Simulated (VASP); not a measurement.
Set up this calculation in VASP 6.6.1, as the native input.

```yaml
Task: single point
Functional: PBEsol
Dispersion: D4
Potentials_or_basis: VASP PAW PBE potentials, release 64 (Li_sv)
Cutoff: 520 eV
k_mesh: 10 × 10 × 10
Occupations: fermi-dirac, width 0.05 eV
Spin: no spin polarisation
Dipole_correction: no
Further_INCAR_settings: ALGO = Normal; EDIFF = 1e-06; NBANDS = 8
```

The structure of Li lies in POSCAR:

```
Li
1.0
    0.0000000000      2.0959788562      2.0959788562
    2.0959788562      0.0000000000      2.0959788562
    2.0959788562      2.0959788562      0.0000000000
Li
1
Direct
    0.0000000000      0.0000000000      0.0000000000
```

These files were run (other wordings do the same):

INCAR

```
ALGO     = Normal         # electronic algorithm
EDIFF    = 1E-6           # SCF threshold, eV
ENCUT    = 520            # plane-wave cutoff, eV
GGA      = PS             # functional
ISIF     = 2              # what is computed and relaxed
ISMEAR   = -1             # smearing method
IVDW     = 13             # dispersion correction
LASPH    = T              # aspherical terms in the spheres
LCHARG   = F              # write CHGCAR
LREAL    = F              # projectors in reciprocal space
LWAVE    = F              # write WAVECAR
NBANDS   = 8              # bands
NELM     = 100            # most SCF steps
PREC     = Accurate       # precision mode
SIGMA    = 0.05           # smearing width, eV
```

KPOINTS

```
k-points
0
Gamma
  10 10 10
```

Potentials or basis: VASP PAW PBE potentials, release 64 (Li_sv).

The run is started by

```bash
$ cat potpaw_PBE.64/Li_sv/POTCAR > POTCAR
$ mpirun -np 1 vasp_std > vasp.out
```

Results of the run:

```
Dispersion energy per atom : -0.012 eV
```

Run time: 5.4 s on 1 thread of AMD EPYC 7R13 Processor (Zen 3), on a shared host, peak memory 0.1 GiB.
